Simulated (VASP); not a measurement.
AlN:

```
Al N
1.0
     0.00000    2.13941    2.13941
     2.13941    0.00000    2.13941
     2.13941    2.13941    0.00000
Al N
1 1
Direct
  0.00000 0.00000 0.00000
  0.25000 0.25000 0.25000
```

Base run:

* Program: VASP 6.6.1
* Functional: r2SCAN
* Dispersion: D4
* Potentials or basis: VASP PAW PBE potentials, release 64 (Al, N)
* Cutoff: 520 eV
* k mesh: 10 × 10 × 10
* Occupations: fermi-dirac, width 0.05 eV
* Spin: no spin polarisation

Its results: band gap on the k mesh 3.98 eV, indirect (least direct gap 5.48 eV); pressure 12.7 GPa.

Question: The run is repeated on the same cell with these changes: dispersion from D4 to none. What comes out?

Answer: Band gap on the k mesh 3.98 eV, indirect (least direct gap 5.48 eV); pressure 14.6 GPa.

Dispersion adds attraction, which lowers the pressure at fixed volume and, as a term added to the energy, leaves the levels alone.

Caveats: the PAW data sets were made with another functional, which shifts forces and pressure a little.

A k mesh can miss the band edges.
